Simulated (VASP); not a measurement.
# LiTlSe2 (P-4m2) in VASP: notebook

The runs below take LiTlSe2 through single point, with PBE, r2SCAN.

All numbers are computed with VASP 6.6.1; they aren't measurements. Logs are shortened: lines on timing, memory, paths and dates and some standing lists are left out, and cuts for length are marked.

## Step 1: The cell of the first run

The structure is tetragonal, space group P-4m2 (No. 115). The conventional cell has a = 4.402 Å, b = 4.402 Å, c = 6.131 Å, α = 90.00°, β = 90.00°, γ = 90.00°. Within 3.4 Å of Li (site symmetry -4m2) lie 4 Se at 2.60 Å. Within 3.4 Å of Se (site symmetry 2mm) lie 2 Li at 2.60 Å and 2 Tl at 2.77 Å. Within 3.6 Å of Tl (site symmetry -4m2) lie 4 Se at 2.77 Å.

## Step 2: Single point, PBE (29.71 Å³/atom)

The input, INCAR:

```
  PREC = Accurate
  ENCUT = 750
  EDIFF = 1E-6
  ISMEAR = 0
  SIGMA = 0.01
  LREAL = F
  LASPH = T
  NELM = 120
  ALGO = Normal
  ISIF = 2
  LWAVE = F
  LCHARG = T
  GGA = PE
  LELF = T
  LVHAR = T
  NBANDS = 22
  GGA_COMPAT = F
```

The input, KPOINTS:

```
Automatic mesh
0
Gamma
  6 6 4
```

The input, POSCAR:

```
LiTlSe2
1.0
    4.4024506461      0.0000000000      0.0000000000
    0.0000000000      4.4024506461      0.0000000000
    0.0000000000      0.0000000000      6.1311876577
Li Se Tl
1 2 1
Direct
    0.0000000000      0.0000000000      0.0000000000
    0.0000000000      0.5000000000      0.2268148555
    0.5000000000      0.0000000000      0.7731851445
    0.5000000000      0.5000000000      0.5000000000
```

Potentials or basis: VASP PAW PBE potentials, release 64 (Li_sv, Se, Tl_d).

Run with:

```sh
$ cat potpaw_PBE.64/Li_sv/POTCAR potpaw_PBE.64/Se/POTCAR potpaw_PBE.64/Tl_d/POTCAR > POTCAR
$ mpirun -np 1 vasp_std > vasp.out
```

OUTCAR:

```text
PREC = Accurate
   ENCUT = 750
   EDIFF = 1E-6
   ISMEAR = 0
   LREAL = F
   LASPH = T
   NELM = 120
   ISIF = 2
   GGA = PE

 ion  position               nearest neighbor table
   1  0.000  0.000  0.000-   2 2.60   3 2.60   2 2.60   3 2.60
   2  0.000  0.500  0.227-   1 2.60   1 2.60   4 2.77   4 2.77
   3  0.500  0.000  0.773-   1 2.60   1 2.60   4 2.77   4 2.77
   4  0.500  0.500  0.500-   2 2.77   3 2.77   3 2.77   2 2.77

  LATTYP: Found a simple tetragonal cell.
 ALAT       =     4.4024506461
 C/A-ratio  =     1.3926760685

  Lattice vectors:

 A1 = (   4.4024506461,   0.0000000000,   0.0000000000)
 A2 = (   0.0000000000,   4.4024506461,   0.0000000000)
 A3 = (   0.0000000000,   0.0000000000,   6.1311876577)

Analysis of symmetry for initial positions (statically):
=====================================================================
 Subroutine PRICEL returns:
 Original cell was already a primitive cell.

 Routine SETGRP: Setting up the symmetry group for a
 simple tetragonal supercell.

 Subroutine GETGRP returns: Found  8 space group operations
 (whereof  8 operations were pure point group operations)
 out of a pool of 16 trial point group operations.

The static configuration has the point symmetry D_2d.

Analysis of symmetry for dynamics (positions and initial velocities):
=====================================================================
 Subroutine PRICEL returns:
 Original cell was already a primitive cell.

 Routine SETGRP: Setting up the symmetry group for a
 simple tetragonal supercell.

 Subroutine GETGRP returns: Found  8 space group operations
 (whereof  8 operations were pure point group operations)
 out of a pool of 16 trial point group operations.

The dynamic configuration has the point symmetry D_2d.

 Subroutine INISYM returns: Found  8 space group operations
 (whereof  8 operations are pure point group operations),
 and found     1 'primitive' translations

----------------------------------------------------------------------------------------

                                     Primitive cell

  volume of cell :     118.8321

  direct lattice vectors                    reciprocal lattice vectors
     4.402450646  0.000000000  0.000000000     0.227146215  0.000000000  0.000000000
     0.000000000  4.402450646  0.000000000     0.000000000  0.227146215  0.000000000
     0.000000000  0.000000000  6.131187658     0.000000000  0.000000000  0.163100537

  length of vectors
     4.402450646  4.402450646  6.131187658     0.227146215  0.227146215  0.163100537

  position of ions in fractional coordinates (direct lattice)
     0.000000000  0.000000000  0.000000000
     0.000000000  0.500000000  0.226814856
     0.500000000  0.000000000  0.773185144
     0.500000000  0.500000000  0.500000000

  ion indices of the primitive-cell ions
   primitive index   ion index
                 1           1
                 2           2
                 3           3
                 4           4

----------------------------------------------------------------------------------------

 KPOINTS: Automatic mesh

Automatic generation of k-mesh.
 Grid dimensions read from file:
 generate k-points for:    6    6    4

 Generating k-lattice:

  Cartesian coordinates                     Fractional coordinates (reciprocal lattice)
     0.037857702  0.000000000  0.000000000     0.166666667  0.000000000  0.000000000
     0.000000000  0.037857702  0.000000000     0.000000000  0.166666667  0.000000000
     0.000000000  0.000000000  0.040775134     0.000000000  0.000000000  0.250000000

  Length of vectors
     0.037857702  0.037857702  0.040775134

  Shift w.r.t. Gamma in fractional coordinates (k-lattice)
     0.000000000  0.000000000  0.000000000

 Subroutine IBZKPT returns following result:
 ===========================================

 Found     30 irreducible k-points:

 Following reciprocal coordinates:
            Coordinates               Weight
  0.000000  0.000000  0.000000      1.000000
  0.166667  0.000000  0.000000      4.000000
  0.333333  0.000000  0.000000      4.000000
  0.500000  0.000000  0.000000      2.000000
  0.166667  0.166667  0.000000      4.000000
  0.333333  0.166667  0.000000      8.000000
[... 16 lines left out ...]
  0.333333  0.000000  0.500000      4.000000
  0.500000  0.000000  0.500000      2.000000
 [... further k-points ...]
   k-points           NKPTS =     30   k-points in BZ     NKDIM =     30   number of bands    NBANDS=     22
   number of dos      NEDOS =    301   number of ions     NIONS =      4
   total plane-waves  NPLWV =  89600
   dimension x,y,z NGX =    40 NGY =   40 NGZ =   56
   dimension x,y,z NGXF=    80 NGYF=   80 NGZF=  112
   ions per type =               1   2   1
   NGX,Y,Z   is equivalent  to a cutoff of  15.10, 15.10, 15.18 a.u.
   NGXF,Y,Z  is equivalent  to a cutoff of  30.21, 30.21, 30.37 a.u.
 SYSTEM =  unknown system
   PREC   = accura    normal or accurate (medium, high low for compatibility)
   ISTART =      0    job   : 0-new  1-cont  2-samecut
   ICHARG =      2    charge: 1-file 2-atom 10-const
   ISPIN  =      1    spin polarized calculation?
   LNONCOLLINEAR =      F non collinear calculations
   LSORBIT =      F    spin-orbit coupling
   LASPH  =      T    aspherical Exc in radial PAW
   ENCUT  =  750.0 eV  55.12 Ry    7.42 a.u.   9.83  9.83 13.69*2*pi/ulx,y,z
   NELM   =    120;   NELMIN=  2; NELMDL= -5     # of ELM steps
   EDIFF  = 0.1E-05   stopping-criterion for ELM
   LREAL  =      F    real-space projection
   EDIFFG = 0.1E-04   stopping-criterion for IOM
   NSW    =      0    number of steps for IOM
   IBRION =     -1    ionic relax: 0-MD 1-quasi-New 2-CG
   NFREE  =      0    steps in history (QN), initial steepest desc. (CG)
   ISIF   =      2    stress and relaxation
   ISYM   =      2    0-nonsym 1-usesym 2-fastsym
   POTIM  = 0.5000    time-step for ionic-motion
   TEBEG  =    0.0;   TEEND  =   0.0 temperature during run
   PSTRESS=    0.0 pullay stress
   NELECT =      28.0000    total number of electrons
   NUPDOWN=      -1.0000    fix difference up-down
   EMIN   =  10.00;   EMAX   =-10.00  energy-range for DOS
   EFERMI =   0.00;   METHOD = LEGACY
   ISMEAR =     0;   SIGMA  =   0.01  broadening in eV -4-tet -1-fermi 0-gaus
   EFERMI_NEDOS =   21; number of points for ismear=-14 and -15
   IALGO  =     38    algorithm
   IMIX   =      4    mixing-type and parameters
     AMIX     =   0.40;   BMIX     =  1.00
     AMIX_MAG =   1.60;   BMIX_MAG =  1.00
  volume/ion in A,a.u.               =      29.71       200.48
  Fermi-wavevector in a.u.,A,eV,Ry     =   1.011152  1.910800 13.910974  1.022428
  Thomas-Fermi vector in A             =   2.144184
   LORBIT       =      0    0 simple, 1 ext, 2 COOP (PROOUT), +10 PAW based schemes
   GGA     = PE    functional components
   LHFCALC =     F    Hartree Fock is set to
   AEXX    =    0.0000 exact exchange contribution
   IVDW    =     0    specifies the selected vdW correction
   LEPSILON=     F    determine dielectric tensor
   LRPA    =     F    only Hartree local field effects (RPA)
 non-spin polarized calculation
 Gauss-broadening in eV      SIGMA  =   0.01
  energy-cutoff  :      750.00
  volume of cell :      118.83
 maximum number of plane-waves:      5576
 NGX is ok and might be reduce to    40
   NGX = 19   NGY = 19   NGZ = 27

 number of electron      27.9999997 magnetization

 Free energy of the ion-electron system (eV)
  ---------------------------------------------------
  ext. energy  EPLUGINS =         0.00000000
  ---------------------------------------------------
  free energy    TOTEN  =       -13.57843813 eV

  energy without entropy =      -13.57843813  energy(sigma->0) =      -13.57843813

 E-fermi :   1.1152     XC(G=0):  -8.0025

 val. band max:        1.0538408050   @ k =   0.0000   0.0000   0.0000
 cond. band min:       1.3251478340   @ k =   0.0000   0.0000   0.0000
 fundamental gap:      0.2713070290
 Fermi energy:         1.1152296332

 k-point     1 :       0.0000    0.0000    0.0000
  band No.  band energies     occupation
      1     -43.5527      2.00000
      2     -10.9258      2.00000
      3     -10.6990      2.00000
      4      -9.5538      2.00000
      5      -9.5538      2.00000
      6      -9.4689      2.00000
[... 14 lines left out ...]
     21       9.7507      0.00000
     22      11.1706      0.00000

 k-point     2 :       0.1667    0.0000    0.0000
  band No.  band energies     occupation
      1     -43.5527      2.00000
      2     -10.8932      2.00000
      3     -10.7048      2.00000
      4      -9.5526      2.00000
      5      -9.5154      2.00000
      6      -9.4495      2.00000
[... 14 lines left out ...]
     21       9.7431      0.00000
     22      10.3714      0.00000

 k-point     3 :       0.3333    0.0000    0.0000
  band No.  band energies     occupation
      1     -43.5526      2.00000
      2     -10.8271      2.00000
      3     -10.7225      2.00000
      4      -9.5500      2.00000
      5      -9.4798      2.00000
      6      -9.4111      2.00000
[... 14 lines left out ...]
     21       9.2830      0.00000
     22       9.4275      0.00000
[... 476 lines left out ...]
 k-point    23 :       0.3333    0.0000    0.5000
  band No.  band energies     occupation
      1     -43.5526      2.00000
      2     -10.8115      2.00000
      3     -10.7210      2.00000
      4      -9.5512      2.00000
      5      -9.4684      2.00000
      6      -9.4110      2.00000
[... 14 lines left out ...]
     21       8.6917      0.00000
     22       9.0054      0.00000

 k-point    24 :       0.5000    0.0000    0.5000
  band No.  band energies     occupation
      1     -43.5526      2.00000
      2     -10.7969      2.00000
      3     -10.7278      2.00000
      4      -9.5498      2.00000
      5      -9.4639      2.00000
      6      -9.4173      2.00000
[... 14 lines left out ...]
     21       9.0139      0.00000
     22       9.3151      0.00000

 [... further k-points ...]

------------------------ aborting loop because EDIFF is reached ----------------------------------------

  FORCE on cell =-STRESS in cart. coord.  units (eV):
  Direction    XX          YY          ZZ          XY          YZ          ZX
  --------------------------------------------------------------------------------------
  -------------------------------------------------------------------------------------
  Total       -1.2924660     -1.2924660     -1.3665582      0.0000000      0.0000000      0.0000000
  in kB      -17.4259362    -17.4259362    -18.4248983      0.0000000      0.0000000      0.0000000
  external PRESSURE =     -17.7589235 kB  Pullay stress =       0.0000000 kB

 VOLUME and BASIS-vectors are now :
 -----------------------------------------------------------------------------
  energy-cutoff  :      750.00
  volume of cell :      118.83
      direct lattice vectors                 reciprocal lattice vectors
     4.402450646  0.000000000  0.000000000     0.227146215  0.000000000  0.000000000
     0.000000000  4.402450646  0.000000000     0.000000000  0.227146215  0.000000000
     0.000000000  0.000000000  6.131187658     0.000000000  0.000000000  0.163100537

 POSITION                                       TOTAL-FORCE (eV/Angst)
 -----------------------------------------------------------------------------------
      0.00000      0.00000      0.00000        -0.000000      0.000000      0.000000
      0.00000      2.20123      1.39064        -0.000000      0.000000      0.182233
      2.20123      0.00000      4.74054        -0.000000      0.000000     -0.182233
      2.20123      2.20123      3.06559         0.000000     -0.000000      0.000000
 -----------------------------------------------------------------------------------
    total drift:                               -0.000000      0.000000     -0.000000

  FREE ENERGIE OF THE ION-ELECTRON SYSTEM (eV)
  ---------------------------------------------------
  free  energy   TOTEN  =       -13.5784381345 eV

  energy  without entropy=      -13.5784381345  energy(sigma->0) =      -13.57843813
```

Wall time 68 s (1 thread of Intel Xeon 6975P-C (Granite Rapids), shared host); peak memory 0.37 GiB.

What came out:

| Property | Result |
| --- | --- |
| Free energy | -13.5784 eV |
| Pressure | -1.8 GPa |
| Largest force | 0.182 eV/Å |
| Band gap on the k mesh | 0.27 eV |

Forces in eV/Å, atoms in the order of the input:
```
Li   0.000  0.000  0.000
Se   0.000  0.000  0.182
Se   0.000  0.000 -0.182
Tl   0.000  0.000  0.000
```

Caveat: spin-orbit coupling is left out, which moves the levels of the heavy elements.

## Step 3: Single point, r2SCAN (25.55 Å³/atom)

This run uses another cell than the first one, of 25.55 Å³/atom.

The input, POSCAR:

```
LiTlSe2
1.0
    4.1768815034      0.0000000000      0.0000000000
    0.0000000000      4.1768815034      0.0000000000
    0.0000000000      0.0000000000      5.8581685177
Li Se Tl
1 2 1
Direct
    0.0000000000      0.0000000000      0.0000000000
    0.0000000000      0.5000000000      0.2292133975
    0.5000000000      0.0000000000      0.7707866025
    0.5000000000      0.5000000000      0.5000000000
```

The input, INCAR.step1:

```
SYSTEM = LiTlSe2
  PREC = Accurate
  ENCUT = 830
  ISMEAR = 0
  SIGMA = 0.01
  LREAL = .FALSE.
  LASPH = .TRUE.
  NELM = 120
  NBANDS = 22
  GGA = PE
  ALGO = Normal
  EDIFF = 1E-5
  LWAVE = .TRUE.
  LCHARG = .FALSE.
  GGA_COMPAT = .FALSE.
```

The input, INCAR.step2:

```
SYSTEM = LiTlSe2
  PREC = Accurate
  ENCUT = 830
  EDIFF = 1E-6
  ISMEAR = 0
  SIGMA = 0.01
  LREAL = .FALSE.
  LASPH = .TRUE.
  NELM = 120
  ALGO = Normal
  ISIF = 2
  LWAVE = .FALSE.
  LCHARG = .FALSE.
  METAGGA = R2SCAN
  LMIXTAU = .TRUE.
  NBANDS = 22
  ISTART = 1
  GGA_COMPAT = .FALSE.
```

The input, KPOINTS:

```
Automatic mesh
0
G
  6 6 4
  0 0 0
```

Potentials or basis: VASP PAW PBE potentials, release 64 (Li_sv, Se, Tl_d).

Run with:

```sh
$ cat potpaw_PBE.64/Li_sv/POTCAR potpaw_PBE.64/Se/POTCAR potpaw_PBE.64/Tl_d/POTCAR > POTCAR
$ cp INCAR.step1 INCAR
$ mpirun -np 1 vasp_std > vasp.out
$ cp INCAR.step2 INCAR
$ mpirun -np 1 vasp_std > vasp.out
```

It took 3.7 min on 1 thread of Intel Xeon 6975P-C (Granite Rapids), shared host; peak memory 0.41 GiB.

It converged, with:

| Quantity | Value |
| --- | --- |
| Free energy | -87.1057 eV |
| Pressure | 2.9 GPa |
| Largest force | 0.319 eV/Å |
| Band gap on the k mesh | 0.85 eV |

Forces on the atoms (eV/Å):
```
Li   0.000  0.000  0.000
Se   0.000  0.000 -0.319
Se   0.000  0.000  0.319
Tl   0.000  0.000  0.000
```

Stress tensor (GPa, compression positive):
```
2.87 0.00 0.00
0.00 2.87 0.00
0.00 0.00 3.08
```

Levels at points of the mesh, in eV from the valence-band top:
| k point | band 12 | band 13 | band 14 | band 15 | band 16 | band 17 |
| --- | --- | --- | --- | --- | --- | --- |
| (0.00, 0.00, 0.00) | -0.24 | 0.00 | 0.00 | 0.85 | 3.58 | 5.71 |
| (0.50, 0.00, 0.00) | -1.83 | -1.06 | -0.55 | 2.71 | 5.91 | 6.12 |
| (0.50, 0.50, 0.00) | -1.91 | -1.91 | -1.27 | 1.95 | 3.55 | 3.55 |
| (0.00, 0.00, 0.50) | -1.34 | -0.80 | -0.80 | 2.53 | 3.81 | 5.44 |
| (0.50, 0.00, 0.50) | -0.92 | -0.61 | -0.54 | 1.15 | 5.54 | 6.16 |
| (0.50, 0.50, 0.50) | -2.27 | -1.89 | -1.70 | 3.69 | 5.70 | 5.70 |

Caveat: the PAW data sets were made with another functional, which shifts forces and pressure a little; spin-orbit coupling is left out, which moves the levels of the heavy elements.
